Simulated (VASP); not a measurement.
# GaGe (Pm-3m) in VASP: further runs, part 2 of 2

VASP 6.6.1. The steps go on from the part before.

### Step 5. Single point, PBE

This run uses another cell than the first one, of 19.21 Å³/atom.

The input, INCAR:

```
PREC = Accurate
ENCUT = 520
EDIFF = 1E-7
ISMEAR = 0
SIGMA = 0.1
LREAL = False
LASPH = True
NELM = 80
ALGO = Normal
ISIF = 2
LWAVE = False
LCHARG = False
GGA = PE
NBANDS = 20
```

The input, KPOINTS:

```
Automatic mesh
0
Gamma
  16 16 16
```

The input, POSCAR:

```
GaGe
1.0
    3.3741037033      0.0000000000      0.0000000000
    0.0000000000      3.3741037033      0.0000000000
    0.0000000000      0.0000000000      3.3741037033
Ga Ge
1 1
Direct
    0.0000000000      0.0000000000      0.0000000000
    0.5000000000      0.5000000000      0.5000000000
```

The run is started by

```
> cat potpaw_PBE.64/Ga_d/POTCAR potpaw_PBE.64/Ge_d/POTCAR > POTCAR
> mpirun -np 1 vasp_std > vasp.out
```

Wall time 46 s (1 thread of Intel Xeon 6975P-C (Granite Rapids), shared host); peak memory 0.25 GiB.

It converged, with:

```
Free energy            : -7.0516 eV
Pressure               : 0.0 GPa
Band gap on the k mesh : zero (an odd number of electrons rules out a gap without spin polarisation)
```

Levels at points of the mesh, in eV from the Fermi level:
| k point | band 12 | band 13 | band 14 | band 15 | band 16 | band 17 |
| --- | --- | --- | --- | --- | --- | --- |
| (0.00, 0.00, 0.00) | -0.69 | 0.44 | 0.44 | 0.44 | 5.03 | 5.03 |
| (0.50, 0.00, 0.00) | -7.96 | 3.13 | 3.13 | 3.87 | 4.25 | 4.79 |
| (0.50, 0.50, 0.00) | -4.75 | -4.50 | -4.50 | 4.37 | 6.81 | 7.82 |
| (0.50, 0.50, 0.50) | -2.43 | -1.44 | -1.44 | -1.44 | -0.40 | -0.40 |

### Step 6. Relaxation of cell and atoms, PBE

The input, INCAR:

```
SYSTEM = GaGe
ALGO = Normal
EDIFF = 1E-6
EDIFFG = -0.01
ENCUT = 600
GGA = PE
IBRION = 2
ISIF = 3
ISMEAR = 0
LASPH = .True.
LCHARG = .False.
LREAL = .False.
LWAVE = .False.
NELM = 100
NSW = 100
PREC = Accurate
SIGMA = 0.1
```

The input, KPOINTS:

```
k-points
0
Gamma
  16 16 16
  0 0 0
```

The input, POSCAR:

```
GaGe
1.0
    3.3703569352      0.0000000000      0.0000000000
    0.0000000000      3.3703569352      0.0000000000
    0.0000000000      0.0000000000      3.3703569352
Ga Ge
1 1
Direct
    0.0000000000      0.0000000000      0.0000000000
    0.5000000000      0.5000000000      0.5000000000
```

Potentials or basis: VASP PAW PBE potentials, release 64 (Ga_d, Ge_d).

The run is started by

```
> cat potpaw_PBE.64/Ga_d/POTCAR potpaw_PBE.64/Ge_d/POTCAR > POTCAR
> mpirun -np 1 vasp_std > vasp.out
```

OUTCAR:

```text
SYSTEM = GaGe
   EDIFF = 1E-6
   EDIFFG = -0.01
   ENCUT = 600
   GGA = PE
   IBRION = 2
   ISIF = 3
   ISMEAR = 0
   LASPH = .True.
   LREAL = .False.
   NELM = 100
   NSW = 100
   PREC = Accurate

 ion  position               nearest neighbor table
   1  0.000  0.000  0.000-   2 2.92   2 2.92   2 2.92   2 2.92   2 2.92   2 2.92   2 2.92   2 2.92

   2  0.500  0.500  0.500-   1 2.92   1 2.92   1 2.92   1 2.92   1 2.92   1 2.92   1 2.92   1 2.92

  LATTYP: Found a simple cubic cell.
 ALAT       =     3.3703569352

  Lattice vectors:

 A1 = (   3.3703569352,   0.0000000000,   0.0000000000)
 A2 = (   0.0000000000,   3.3703569352,   0.0000000000)
 A3 = (   0.0000000000,   0.0000000000,   3.3703569352)

Analysis of symmetry for initial positions (statically):
=====================================================================
 Subroutine PRICEL returns:
 Original cell was already a primitive cell.

 Routine SETGRP: Setting up the symmetry group for a
 simple cubic supercell.

 Subroutine GETGRP returns: Found 48 space group operations
 (whereof 48 operations were pure point group operations)
[... 211 lines left out ...]

 E-fermi :   5.9922     XC(G=0): -11.0688

 val. band max:        5.9866124036   @ k =   0.1875   0.0625   0.0000
 cond. band min:       6.0220802636   @ k =   0.4375   0.2500   0.0625
 fundamental gap:      0.0354678601
 Fermi energy:         5.9921954302

 k-point     1 :       0.0000    0.0000    0.0000
  band No.  band energies     occupation
      1     -18.7271      2.00000
      2     -18.7271      2.00000
      3     -18.7018      2.00000
      4     -18.7018      2.00000
      5     -18.7018      2.00000
      6      -8.8947      2.00000
[... 457 lines left out ...]
      4     -18.7020      2.00000
      5     -18.6964      2.00000
      6      -8.8792      2.00000
[... 9 lines left out ...]
     16      10.9728      0.00000
     17      11.2323      0.00000

 [... further k-points ...]

------------------------ aborting loop because EDIFF is reached ----------------------------------------

  FORCE on cell =-STRESS in cart. coord.  units (eV):
  Direction    XX          YY          ZZ          XY          YZ          ZX
  --------------------------------------------------------------------------------------
  -------------------------------------------------------------------------------------
  Total        0.0161298      0.0161298      0.0161298     -0.0000000     -0.0000000      0.0000000
  in kB        0.6719984      0.6719984      0.6719984     -0.0000000     -0.0000000      0.0000000
  external PRESSURE =       0.6719984 kB  Pullay stress =       0.0000000 kB

 VOLUME and BASIS-vectors are now :
 -----------------------------------------------------------------------------
  energy-cutoff  :      600.00
  volume of cell :       38.46
      direct lattice vectors                 reciprocal lattice vectors
     3.375388798  0.000000000 -0.000000000     0.296262167  0.000000000 -0.000000000
    -0.000000000  3.375388798 -0.000000000    -0.000000000  0.296262167 -0.000000000
     0.000000000  0.000000000  3.375388798     0.000000000  0.000000000  0.296262167

 POSITION                                       TOTAL-FORCE (eV/Angst)
 -----------------------------------------------------------------------------------
      0.00000      0.00000      0.00000         0.000000     -0.000000      0.000000
      1.68769      1.68769      1.68769        -0.000000      0.000000      0.000000
 -----------------------------------------------------------------------------------
    total drift:                                0.000000      0.000000      0.000000

  FREE ENERGIE OF THE ION-ELECTRON SYSTEM (eV)
  ---------------------------------------------------
  free  energy   TOTEN  =        -7.0512600202 eV

  energy  without entropy=       -7.0458633612  energy(sigma->0) =       -7.04856169

 reached required accuracy - stopping structural energy minimisation
```

Run time: 62 s. Hardware: 1 thread of Intel Xeon 6975P-C (Granite Rapids), shared host; peak memory 0.27 GiB.

What came out:

```yaml
Free_energy: -7.0513 eV
Relaxed_volume: 19.23 Å³/atom
Relaxed_cell: a = 3.375 Å, b = 3.375 Å, c = 3.375 Å, α = 90.00°, β = 90.00°, γ = 90.00°
Space_group_after_relaxing_to_0.1_Å: Pm-3m (No. 221)
Energy_gained_by_relaxing: 0.0 meV/atom
Ionic_steps: 2
Pressure_after_relaxing: 0.1 GPa
```

Final structure:
```yaml
crystal:
  lattice:
    - [3.37539, 0.00000, 0.00000]
    - [0.00000, 3.37539, 0.00000]
    - [0.00000, 0.00000, 3.37539]
  atoms:
    - { symbol: Ga, position: [0.00000, 0.00000, 0.00000] }
    - { symbol: Ge, position: [0.50000, 0.50000, 0.50000] }
```

Caveat: the highest band is partly filled, so the run has too few bands.

### Step 7. Overview

```csv
task,cell,k mesh,cutoff (eV),gap on the mesh (eV),pressure (GPa),relaxed volume (Å³/atom)
single point,"a = 3.370 Å, 2 atoms",6 × 6 × 6,500,none,-0.5,-
single point,"a = 3.668 Å, 2 atoms",6 × 6 × 6,500,none,-7.5,-
relaxation of cell and atoms,"relaxed from a = 3.668 Å, 2 atoms",6 × 6 × 6,500,-,-0.1,19.11
single point,"a = 3.374 Å, 2 atoms",16 × 16 × 16,520,none,0.0,-
relaxation of cell and atoms,"relaxed from a = 3.370 Å, 2 atoms",16 × 16 × 16,600,-,0.1,19.23
```

Alike in all rows: level PBE; potentials or basis VASP PAW PBE potentials, release 64 (Ga_d, Ge_d); no spin polarisation; smearing gaussian 0.1 eV.

Caveats: the highest band is partly filled, so the run has too few bands (at least some runs); the cell stands under tension (at least some runs); the volume moved by over 15 % at a fixed basis, so the end points are rough (at least some runs).

Total energies depend on the potentials used, so only differences within one code and one set of settings carry meaning.
